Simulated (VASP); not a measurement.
Crystal: Os.

```
CELL_PARAMETERS angstrom
2.71575 0.00000 0.00000
-1.35787 2.35191 0.00000
0.00000 0.00000 4.29071
ATOMIC_POSITIONS crystal
Os 0.66667 0.33333 0.75000
Os 0.33333 0.66667 0.25000
```

Base run:

```yaml
Program: VASP 6.6.1
Functional: PBEsol
Dispersion: D3(BJ)
Potentials_or_basis: VASP PAW PBE potentials, release 64 (Os)
Cutoff: 520 eV
k_mesh: 11 × 11 × 6
Occupations: fermi-dirac, width 0.05 eV
Spin: no spin polarisation
```

Its results: band gap on the k mesh zero (bands 8 and 9 overlap by 4.03 eV); pressure -1.1 GPa.

Problem. The run is repeated on the same cell with these changes: functional from PBEsol to revPBE; further incar settings from ALGO = Normal; EDIFF = 1e-06; NBANDS = 15 to ALGO = Fast; EDIFF = 1e-06; NBANDS = 15. What comes out?

Solution. Band gap on the k mesh zero (bands 8 and 9 overlap by 4.02 eV); pressure 6.4 GPa.

Caveats: the PAW data sets were made with another functional, which shifts forces and pressure a little; spin-orbit coupling is left out, which moves the levels of the heavy elements; the cell stands under pressure (at least some runs).
